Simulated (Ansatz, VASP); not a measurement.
## Be: VASP beside Ansatz

```xyz
2
Lattice="2.2305 0.0000 0.0000 -1.1153 1.9317 0.0000 0.0000 0.0000 3.7089" Properties=species:S:1:pos:R:3 pbc="T T T"
Be    0.0000    1.2878    0.9272
Be    1.1153    0.6439    2.7817
```

Change from the starting cell: strain -0.030 along x and y, +0.030 along z, atoms carried along.

Alike in both runs: task single point; functional PBEsol; k mesh 24 × 24 × 14; occupations gaussian, width 0.15 eV; no spin polarisation.

|  | VASP | Ansatz |
| --- | --- | --- |
| version | VASP 6.6.1 | Ansatz 0.2.0 |
| potentials or method | VASP PAW PBE potentials, release 64 (Be), cutoff 520 eV | scalar-relativistic, plane waves, PAW |
| valence electrons in the cell | 4 | 4 |

VASP gave:

- gap on the k mesh at the Fermi level (eV): none
- pressure (GPa): -2.1
- traceless stress, the component that is largest in VASP (GPa): -12.28

**Question.** What did Ansatz give for the same quantities?

**Answer.** gap on the k mesh at the Fermi level (eV): none; pressure (GPa): -2.5; traceless stress, the component that is largest in VASP (GPa): -12.26.

VASP's potentials were made for PBE, not for PBEsol. A gap of «none» marks a metal or a gap that the smearing closes.
